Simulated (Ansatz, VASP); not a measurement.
# Ge: VASP beside Ansatz

POSCAR

```
Ge
1.0
    5.2405800000      0.0000000000      0.0000000000
    0.0000000000      5.2405800000      0.0000000000
    0.0000000000      0.0000000000      2.6553600000
Ge
3
Direct
    0.0000000000      0.0000000000      0.0000000000
    0.0000000000      0.5000000000      0.0000000000
    0.5000000000      0.0000000000      0.0000000000
```

INCAR.step1

```
SYSTEM = Ge
PREC = Accurate ; ENCUT = 520
EDIFF = 1E-5 ; ISMEAR = -1
SIGMA = 0.05 ; LREAL = .False.
LASPH = .True. ; NELM = 60
ALGO = Normal ; ISIF = 2
LWAVE = .True. ; LCHARG = .False.
GGA = PE ; NBANDS = 28
LUSENCCL = .False.
```

Contents of INCAR.step2:

```
SYSTEM = Ge
PREC = Accurate ; ENCUT = 520
EDIFF = 1E-6 ; ISMEAR = -1
SIGMA = 0.05 ; LREAL = .False.
LASPH = .True. ; NELM = 60
ALGO = Normal ; ISIF = 2
LWAVE = .False. ; LCHARG = .False.
GGA = PE ; LHFCALC = .True.
AEXX = 0.1 ; HFSCREEN = 0.2
PRECFOCK = Normal ; ISTART = 1
NBANDS = 28 ; LUSENCCL = .False.
```

Contents of KPOINTS:

```
Automatic mesh
0
Gamma
  3 3 5
  0 0 0
```

Contents of input:

```
crystal:
  lattice:
    - [5.24058, 0.0, 0.0]
    - [0.0, 5.24058, 0.0]
    - [0.0, 0.0, 2.65536]
  atoms:
    - { symbol: Ge, position: [0.0, 0.0, 0.0] }
    - { symbol: Ge, position: [0.0, 0.5, 0.0] }
    - { symbol: Ge, position: [0.5, 0.0, 0.0] }
hamiltonian:
  xc: { exchange: pbe, correlation: pbe, exx: { coeff: 0.1, omega: 0.2 } }
  pseudopotentials: { kind: paw }
kpoints:
  mp_grid: { grid: [3, 3, 5] }
scf:
  occupations: { method: fermi_dirac, width: 0.05 }
output:
  forces: true
  stress: true
  eigenvalues: true
```

Alike in both runs: task single point; functional PBE-based screened hybrid; k mesh 3 × 3 × 5; occupations fermi-dirac, width 0.05 eV; no spin polarisation.

|  | VASP | Ansatz |
| --- | --- | --- |
| version | VASP 6.6.1 | Ansatz 0.2.0 |
| potentials or method | VASP PAW PBE potentials, release 64 (Ge_d) | Ansatz PAW |
| plane-wave cutoff (eV) | 520 | 420 |
| valence electrons in the cell | 42 | 42 |

|  | VASP | Ansatz | Ansatz less VASP |
| --- | --- | --- | --- |
| gap on the k mesh at the Fermi level (eV) | none | none | - |
| pressure (GPa) | -0.4 | -0.5 | -0.04 |
| traceless stress, the component that is largest in VASP (GPa) | -8.07 | -8.07 | -0.003 |

VASP's potentials were made for PBE, not for PBE-based screened hybrid. A gap of «none» marks a metal or a gap that the smearing closes. With one functional, cell and mesh, what is left measures potentials, basis and numerics.

The k mesh is coarse, so the values compare programs but aren't converged.
